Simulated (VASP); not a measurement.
# PdC (Cmcm) in VASP: relaxation of cell and atoms with PBE

Aim: the relaxation of cell and atoms of PdC with PBE.

Program: VASP 6.6.1. These are calculated values, not measurements. Logs are shortened: lines on timing, memory, paths and dates and some standing lists are left out, and cuts for length are marked.

## Step 1: The cell of the first run

The structure is orthorhombic, space group Cmcm (No. 63). The conventional cell has a = 3.198 Å, b = 8.438 Å, c = 3.176 Å, α = 90.00°, β = 90.00°, γ = 90.00°. Within 3.0 Å of Pd (site symmetry m2m) lie 7 C at 2.30 to 2.57 Å and 6 Pd at 2.86 to 2.93 Å. Within 2.4 Å of C (site symmetry m2m) lie 2 C at 1.80 Å and 6 Pd at 2.30 to 2.39 Å.

## Step 2: Relaxation of cell and atoms, PBE

INCAR reads:

```
PREC = Accurate
ENCUT = 700
EDIFF = 1E-7
ISMEAR = 0
SIGMA = 0.1
LREAL = False
LASPH = True
NELM = 120
ALGO = Normal
ISIF = 3
LWAVE = False
LCHARG = False
GGA = PE
IBRION = 2
NSW = 90
EDIFFG = -0.04
GGA_COMPAT = False
NELMIN = 4
```

KPOINTS reads:

```
regular mesh
0
Gamma
  6 6 6
```

POSCAR reads:

```
PdC
1.0
    1.5989123890     -4.2187519453      0.0000000000
    1.5989123890      4.2187519453      0.0000000000
    0.0000000000      0.0000000000      3.1762178538
Pd C
2 2
Direct
    0.8540000000      0.1460000000      0.7500000000
    0.1460000000      0.8540000000      0.2500000000
    0.5500000000      0.4500000000      0.7500000000
    0.4500000000      0.5500000000      0.2500000000
```

Potentials or basis: VASP PAW PBE potentials, release 64 (Pd_sv_GW, C).

The run is started by

```console
$ cat potpaw_PBE.64/Pd_sv_GW/POTCAR potpaw_PBE.64/C/POTCAR > POTCAR
$ mpirun -np 1 vasp_std > vasp.out
```

OUTCAR:

```text
PREC = Accurate
   ENCUT = 700
   EDIFF = 1E-7
   ISMEAR = 0
   LREAL = False
   LASPH = True
   NELM = 120
   ISIF = 3
   GGA = PE
   IBRION = 2
   NSW = 90
   EDIFFG = -0.04
   NELMIN = 4

 ion  position               nearest neighbor table
   1  0.854  0.146  0.750-   3 2.30   3 2.30
   2  0.146  0.854  0.250-   4 2.30   4 2.30
   3  0.550  0.450  0.750-   4 1.80   4 1.80   1 2.30   1 2.30
   4  0.450  0.550  0.250-   3 1.80   3 1.80   2 2.30   2 2.30

  LATTYP: Found a base centered orthorhombic cell.
 ALAT       =     3.1978247780
 B/A-ratio  =     2.6385135135
 C/A-ratio  =     0.9932432432

  Lattice vectors:

 A1 = (   1.5989123890,  -4.2187519453,   0.0000000000)
 A2 = (   1.5989123890,   4.2187519453,   0.0000000000)
 A3 = (   0.0000000000,   0.0000000000,   3.1762178538)

Analysis of symmetry for initial positions (statically):
=====================================================================
 Subroutine PRICEL returns:
 Original cell was already a primitive cell.

 Routine SETGRP: Setting up the symmetry group for a
 base centered orthorhombic supercell.

 Subroutine GETGRP returns: Found  8 space group operations
 (whereof  4 operations were pure point group operations)
 out of a pool of  8 trial point group operations.

The static configuration has the point symmetry C_2h.
 The point group associated with its full space group is D_2h.

Analysis of symmetry for dynamics (positions and initial velocities):
=====================================================================
 Subroutine PRICEL returns:
 Original cell was already a primitive cell.

 Routine SETGRP: Setting up the symmetry group for a
 base centered orthorhombic supercell.

 Subroutine GETGRP returns: Found  8 space group operations
 (whereof  4 operations were pure point group operations)
 out of a pool of  8 trial point group operations.

The dynamic configuration has the point symmetry C_2h.
 The point group associated with its full space group is D_2h.

 Subroutine INISYM returns: Found  8 space group operations
 (whereof  4 operations are pure point group operations),
 and found     1 'primitive' translations

----------------------------------------------------------------------------------------

                                     Primitive cell

  volume of cell :      42.8498

  direct lattice vectors                    reciprocal lattice vectors
     1.598912389 -4.218751945  0.000000000     0.312712569 -0.118518464  0.000000000
     1.598912389  4.218751945  0.000000000     0.312712569  0.118518464  0.000000000
     0.000000000  0.000000000  3.176217854     0.000000000  0.000000000  0.314839865

  length of vectors
     4.511583846  4.511583846  3.176217854     0.334418565  0.334418565  0.314839865

  position of ions in fractional coordinates (direct lattice)
     0.854000000  0.146000000  0.750000000
     0.146000000  0.854000000  0.250000000
     0.550000000  0.450000000  0.750000000
     0.450000000  0.550000000  0.250000000

  ion indices of the primitive-cell ions
   primitive index   ion index
                 1           1
                 2           2
                 3           3
                 4           4

----------------------------------------------------------------------------------------

 KPOINTS: regular mesh

Automatic generation of k-mesh.
 Grid dimensions read from file:
 generate k-points for:    6    6    6

 Generating k-lattice:

  Cartesian coordinates                     Fractional coordinates (reciprocal lattice)
     0.052118761 -0.019753077  0.000000000     0.166666667  0.000000000  0.000000000
     0.052118761  0.019753077  0.000000000     0.000000000  0.166666667  0.000000000
     0.000000000  0.000000000  0.052473311     0.000000000  0.000000000  0.166666667

  Length of vectors
     0.055736428  0.055736428  0.052473311

  Shift w.r.t. Gamma in fractional coordinates (k-lattice)
     0.000000000  0.000000000  0.000000000

 Subroutine IBZKPT returns following result:
 ===========================================

 Found     52 irreducible k-points:

 Following reciprocal coordinates:
            Coordinates               Weight
  0.000000  0.000000  0.000000      1.000000
  0.166667  0.000000  0.000000      4.000000
  0.333333  0.000000  0.000000      4.000000
  0.500000 -0.000000  0.000000      2.000000
  0.166667  0.166667  0.000000      2.000000
  0.333333  0.166667  0.000000      4.000000
[... 16 lines left out ...]
  0.333333  0.333333  0.166667      4.000000
  0.500000  0.333333  0.166667      8.000000
 [... further k-points ...]
   k-points           NKPTS =     52   k-points in BZ     NKDIM =     52   number of bands    NBANDS=     26
   number of dos      NEDOS =    301   number of ions     NIONS =      4
   total plane-waves  NPLWV =  44800
   dimension x,y,z NGX =    40 NGY =   40 NGZ =   28
   dimension x,y,z NGXF=    80 NGYF=   80 NGZF=   56
   ions per type =               2   2
   NGX,Y,Z   is equivalent  to a cutoff of  14.74, 14.74, 14.66 a.u.
   NGXF,Y,Z  is equivalent  to a cutoff of  29.48, 29.48, 29.31 a.u.
 SYSTEM =  unknown system
   PREC   = accura    normal or accurate (medium, high low for compatibility)
   ISTART =      0    job   : 0-new  1-cont  2-samecut
   ICHARG =      2    charge: 1-file 2-atom 10-const
   ISPIN  =      1    spin polarized calculation?
   LNONCOLLINEAR =      F non collinear calculations
   LSORBIT =      F    spin-orbit coupling
   LASPH  =      T    aspherical Exc in radial PAW
   ENCUT  =  700.0 eV  51.45 Ry    7.17 a.u.   9.73  9.73  6.85*2*pi/ulx,y,z
   NELM   =    120;   NELMIN=  4; NELMDL= -5     # of ELM steps
   EDIFF  = 0.1E-06   stopping-criterion for ELM
   LREAL  =      F    real-space projection
   EDIFFG = -.4E-01   stopping-criterion for IOM
   NSW    =     90    number of steps for IOM
   IBRION =      2    ionic relax: 0-MD 1-quasi-New 2-CG
   NFREE  =      1    steps in history (QN), initial steepest desc. (CG)
   ISIF   =      3    stress and relaxation
   ISYM   =      2    0-nonsym 1-usesym 2-fastsym
   POTIM  = 0.5000    time-step for ionic-motion
   TEBEG  =    0.0;   TEEND  =   0.0 temperature during run
   PSTRESS=    0.0 pullay stress
   NELECT =      44.0000    total number of electrons
   NUPDOWN=      -1.0000    fix difference up-down
   EMIN   =  10.00;   EMAX   =-10.00  energy-range for DOS
   EFERMI =   0.00;   METHOD = LEGACY
   ISMEAR =     0;   SIGMA  =   0.10  broadening in eV -4-tet -1-fermi 0-gaus
   EFERMI_NEDOS =   21; number of points for ismear=-14 and -15
   IALGO  =     38    algorithm
   IMIX   =      4    mixing-type and parameters
     AMIX     =   0.40;   BMIX     =  1.00
     AMIX_MAG =   1.60;   BMIX_MAG =  1.00
  volume/ion in A,a.u.               =      10.71        72.29
  Fermi-wavevector in a.u.,A,eV,Ry     =   1.651617  3.121104 37.114510  2.727840
  Thomas-Fermi vector in A             =   2.740366
   LORBIT       =      0    0 simple, 1 ext, 2 COOP (PROOUT), +10 PAW based schemes
   GGA     = PE    functional components
   LHFCALC =     F    Hartree Fock is set to
   AEXX    =    0.0000 exact exchange contribution
   IVDW    =     0    specifies the selected vdW correction
   LEPSILON=     F    determine dielectric tensor
   LRPA    =     F    only Hartree local field effects (RPA)
 conjugate gradient relaxation of ions
 non-spin polarized calculation
 Gauss-broadening in eV      SIGMA  =   0.10
  energy-cutoff  :      700.00
  volume of cell :       42.85
 maximum number of plane-waves:      1820
   NGX = 19   NGY = 19   NGZ = 13

--------------------------------------- Ionic step        1  -------------------------------------------

 number of electron      44.0000008 magnetization

 Free energy of the ion-electron system (eV)
  ---------------------------------------------------
  ext. energy  EPLUGINS =         0.00000000
  ---------------------------------------------------
  free energy    TOTEN  =       -19.95633645 eV

  energy without entropy =      -19.94935045  energy(sigma->0) =      -19.95284345

------------------------ aborting loop because EDIFF is reached ----------------------------------------

  FORCE on cell =-STRESS in cart. coord.  units (eV):
  Direction    XX          YY          ZZ          XY          YZ          ZX
  --------------------------------------------------------------------------------------
  -------------------------------------------------------------------------------------
  Total        3.9299523      0.4321961     -4.8374011      0.0000000      0.0000000      0.0000000
  in kB      146.9430089     16.1600433   -180.8730008      0.0000000      0.0000000      0.0000000
  external PRESSURE =      -5.9233162 kB  Pullay stress =       0.0000000 kB
[... 95 lines left out ...]
  FREE ENERGIE OF THE ION-ELECTRON SYSTEM (eV)
  ---------------------------------------------------
  free  energy   TOTEN  =       -21.4524999233 eV

  energy  without entropy=      -21.4431945015  energy(sigma->0) =      -21.44784721

 E-fermi :  10.2072     XC(G=0): -13.5038

 val. band max:       10.2026198138   @ k =   0.3333   0.0000   0.5000
 cond. band min:      10.2379694763   @ k =   0.3333   0.0000   0.1667
 fundamental gap:      0.0353496625
 Fermi energy:        10.2072107490

 k-point     1 :       0.0000    0.0000    0.0000
  band No.  band energies     occupation
      1     -75.0203      2.00000
      2     -74.9607      2.00000
      3     -41.2226      2.00000
      4     -41.1817      2.00000
      5     -40.7723      2.00000
      6     -40.5174      2.00000
[... 685 lines left out ...]
     25      14.5920      0.00000
     26      15.6034      0.00000

 [... further k-points ...]

[... ionic steps 4 to 36 ...]

--------------------------------------- Ionic step       37  -------------------------------------------

 number of electron      43.9999994 magnetization

------------------------ aborting loop because EDIFF is reached ----------------------------------------
[... 71 lines left out ...]
--------------------------------------- Ionic step       39  -------------------------------------------

 number of electron      43.9999994 magnetization

 Free energy of the ion-electron system (eV)
  ---------------------------------------------------
  ext. energy  EPLUGINS =         0.00000000
  ---------------------------------------------------
  free energy    TOTEN  =       -23.06460294 eV

  energy without entropy =      -23.05892901  energy(sigma->0) =      -23.06176597

 E-fermi :   8.1066     XC(G=0): -12.8446

 val. band max:        8.0918301562   @ k =   0.5000  -0.0000   0.1667
 cond. band min:       8.1953011383   @ k =  -0.3333   0.1667   0.1667
 fundamental gap:      0.1034709822
 Fermi energy:         8.1065976377

 k-point     1 :       0.0000    0.0000    0.0000
  band No.  band energies     occupation
      1     -76.3920      2.00000
      2     -76.3625      2.00000
      3     -42.3759      2.00000
      4     -42.3184      2.00000
      5     -42.0682      2.00000
      6     -41.8881      2.00000
[... 685 lines left out ...]
     25      12.9457      0.00000
     26      13.9110      0.00000

 [... further k-points ...]

------------------------ aborting loop because EDIFF is reached ----------------------------------------

  FORCE on cell =-STRESS in cart. coord.  units (eV):
  Direction    XX          YY          ZZ          XY          YZ          ZX
  --------------------------------------------------------------------------------------
  -------------------------------------------------------------------------------------
  Total       -0.0191909     -0.0254666     -0.0315037      0.0000000     -0.0000000      0.0000000
  in kB       -0.6812350     -0.9040098     -1.1183133      0.0000000     -0.0000000      0.0000000
  external PRESSURE =      -0.9011860 kB  Pullay stress =       0.0000000 kB
[... 19 lines left out ...]
  FREE ENERGIE OF THE ION-ELECTRON SYSTEM (eV)
  ---------------------------------------------------
  free  energy   TOTEN  =       -23.0646029381 eV

  energy  without entropy=      -23.0589290076  energy(sigma->0) =      -23.06176597

 reached required accuracy - stopping structural energy minimisation
```

Run time: 25 min. Hardware: 1 thread of Intel Xeon 6975P-C (Granite Rapids), shared host; peak memory 0.27 GiB.

What came out:

```yaml
Free_energy: -23.0646 eV
Relaxed_volume: 11.28 Å³/atom
Relaxed_cell: a = 4.405 Å, b = 4.405 Å, c = 2.598 Å, α = 90.00°, β = 90.00°, γ = 116.43°
Space_group_after_relaxing_to_0.1_Å: Cmcm (No. 63)
Energy_gained_by_relaxing: 777.1 meV/atom
Ionic_steps: 39
Pressure_after_relaxing: -0.1 GPa
Largest_force_after_relaxing: 0.039 eV/Å
Band_gap_on_the_k_mesh: zero (bands 22 and 23 overlap by 1.61 eV)
```

Forces on the atoms (eV/Å):
```
Pd   0.000 -0.039  0.000
Pd   0.000  0.039  0.000
C    0.000 -0.016  0.000
C    0.000  0.016  0.000
```

The path:
```csv
step,energy change (eV),largest force (eV/Å),pressure (GPa),volume (Å³)
1,0.0000,0.9175,-0.59,42.85
2,-0.7190,0.9622,-2.97,42.48
3,-1.4962,2.2576,41.52,39.89
4,-1.8105,0.5967,1.78,41.69
5,-2.1548,0.5170,15.27,40.89
6,-2.3093,0.2957,1.65,44.70
7,-2.3168,0.3170,3.59,43.95
8,-2.3319,0.2545,-4.02,44.77
9,-2.3403,0.2766,-1.28,44.46
10,-2.3513,0.2387,-0.62,44.23
11,-2.3746,0.3023,1.64,43.55
12,-2.3697,0.9560,7.82,42.15
13,-2.3819,0.5651,3.95,42.96
14,-2.3856,0.5815,3.95,42.94
15,-2.3970,0.6328,3.98,42.89
16,-2.4218,0.7458,4.16,42.78
17,-2.4811,1.0374,4.96,42.54
18,-2.6082,1.6034,9.20,41.93
19,-1.2851,5.5281,42.94,40.25
20,-2.6158,1.6397,9.19,41.85
21,-2.5289,1.2883,17.41,41.24
22,-2.6242,1.6664,10.65,41.71
23,-2.6218,1.6513,11.77,41.62
24,-2.6305,1.6024,12.09,41.63
25,-2.6373,1.4039,13.20,41.67
26,-2.6559,1.3657,12.68,41.77
27,-2.7087,1.2471,11.15,42.04
28,-2.8021,0.9978,8.27,42.60
29,-2.9414,0.4981,3.05,43.71
30,-3.0345,0.6796,-5.54,45.95
31,-3.0368,0.4979,-4.45,45.64
32,-3.0764,0.4000,-3.06,45.48
33,-3.1064,0.2158,-0.44,45.20
34,-3.1069,0.1869,-0.03,45.16
35,-3.1069,0.1941,-0.13,45.17
36,-3.1077,0.1190,-0.14,45.17
37,-3.1082,0.0407,-0.17,45.16
38,-3.1082,0.0425,-0.16,45.16
39,-3.1083,0.0387,-0.09,45.13
```

Final structure:
```yaml
crystal:
  lattice:
    - [2.32018, -3.74423, 0.00000]
    - [2.32018, 3.74423, 0.00000]
    - [0.00000, 0.00000, 2.59773]
  atoms:
    - { symbol: Pd, position: [0.81324, 0.18676, 0.75000] }
    - { symbol: Pd, position: [0.18676, 0.81324, 0.25000] }
    - { symbol: C, position: [0.54222, 0.45778, 0.75000] }
    - { symbol: C, position: [0.45778, 0.54222, 0.25000] }
```

Caveat: a cell axis changed by over 15 % at a fixed basis, so the end point is rough.

The gap in the log of VASP goes by the Fermi energy; the results here count the filled bands.